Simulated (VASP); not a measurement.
Wanted: the native input for a VASP 6.6.1 run.

```
Task                   : single point
Functional             : PBE
Potentials or basis    : VASP PAW PBE potentials, release 64 (Ba_sv, Y_sv, Si)
Cutoff                 : 520 eV
k mesh                 : 6 × 6 × 1
Occupations            : gaussian, width 0.1 eV
Spin                   : no spin polarisation
Dipole correction      : no
Further INCAR settings : ALGO = Normal; EDIFF = 1e-07; NBANDS = 44
```

The structure of Ba2Y3Si4 lies in POSCAR:

```
Ba2Y3Si4
1.0
    3.2481367500      0.0000000000      0.0000000000
   -1.6240683700      2.8129689400      0.0000000000
    0.0000000000      0.0000000000     30.0781557800
Ba Y Si
2 3 4
Direct
    0.0000000000      0.0000000000      0.5597940100
    0.0000000000      0.0000000000      0.4402059900
    0.0000000000      0.0000000000      0.2686510100
    0.0000000000      0.0000000000      0.7313489900
    0.3333333300      0.6666666700      0.5000000000
    0.3333333300      0.6666666700      0.2160390100
    0.3333333300      0.6666666700      0.6786980100
    0.3333333300      0.6666666700      0.3213019900
    0.3333333300      0.6666666700      0.7839609900
```

The cell was generated, and may not be a known phase.

One way to write it, as run:

INCAR

```
SYSTEM = Ba2Y3Si4
PREC = Accurate ; ENCUT = 520
EDIFF = 1E-7 ; ISMEAR = 0
SIGMA = 0.1 ; LREAL = .FALSE.
LASPH = .TRUE. ; NELM = 80
ALGO = Normal ; ISIF = 2
LWAVE = .FALSE. ; LCHARG = .FALSE.
GGA = PE ; NBANDS = 44
```

KPOINTS

```
Automatic mesh
0
G
  6 6 1
  0 0 0
```

Potentials or basis: VASP PAW PBE potentials, release 64 (Ba_sv, Y_sv, Si).

Launch:

```bash
$ cat potpaw_PBE.64/Ba_sv/POTCAR potpaw_PBE.64/Y_sv/POTCAR potpaw_PBE.64/Si/POTCAR > POTCAR
$ mpirun -np 1 vasp_std > vasp.out
```

Results of the run:

```
Largest force          : 8.703 eV/Å
Band gap on the k mesh : zero (an odd number of electrons rules out a gap without spin polarisation)
```

Caveat: the k points lie up to 0.37 Å⁻¹ apart, too coarse for converged energies and pressures of a metal; there is no dipole correction, which matters where the two faces differ; spin-orbit coupling is left out, which moves the levels of the heavy elements; an odd number of electrons without spin polarisation forces a metal; a magnetic or distorted state may lie lower.

It took 3 min on 1 thread of Intel(R) Xeon(R) 6975P-C (Granite Rapids), on a shared host, peak memory 0.42 GiB.
